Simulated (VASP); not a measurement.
Input of a VASP 6.6.1 run:

Contents of INCAR:

```
SYSTEM = Nb2PdSe4
  PREC = Accurate
  ENCUT = 520
  EDIFF = 1E-6
  ISMEAR = 0
  SIGMA = 0.2
  LREAL = .False.
  LASPH = .True.
  NELM = 60
  ALGO = Normal
  ISIF = 2
  LWAVE = .False.
  LCHARG = .False.
  GGA = PE
  NBANDS = 39
```

Contents of KPOINTS:

```
Automatic mesh
0
Gamma
  6 6 2
  0 0 0
```

POSCAR

```
Nb2PdSe4
1.0
    3.5522633076      0.0000000000      0.0000000000
   -1.7761316538      3.0763502654      0.0000000000
    0.0000000000      0.0000000000     13.6471301454
Nb Pd Se
2 1 4
Direct
    0.0000000000      1.0000000000      0.2428805270
    0.0000000000      0.0000000000      0.7571194730
    0.0000000000      0.0000000000      0.0000000000
    0.3333333333      0.6666666667      0.1251604408
    0.3333333333      0.6666666667      0.3643350401
    0.6666666667      0.3333333333      0.6356649599
    0.6666666667      0.3333333333      0.8748395592
```

Potentials or basis: VASP PAW PBE potentials, release 64 (Nb_sv, Pd, Se).

Run with:

```bash
$ cat potpaw_PBE.64/Nb_sv/POTCAR potpaw_PBE.64/Pd/POTCAR potpaw_PBE.64/Se/POTCAR > POTCAR
$ mpirun -np 1 vasp_std > vasp.out
```

Predict the largest force.

0.064 eV/Å.

What does it give for the band gap on the k mesh?

Zero (band 30 reaches 6.64 eV, above the bottom of band 31 at 6.31 eV).

What does it give for the pressure?

0.1 GPa.

Forces on the atoms (eV/Å):
```
Nb   0.000  0.000  0.064
Nb   0.000  0.000 -0.064
Pd   0.000  0.000  0.000
Se   0.000  0.000 -0.018
Se   0.000  0.000 -0.030
Se   0.000  0.000  0.030
Se   0.000  0.000  0.018
```

Caveat: this functional lacks dispersion, which binds the layers, so the pressure and a relaxed spacing across them are unreliable.
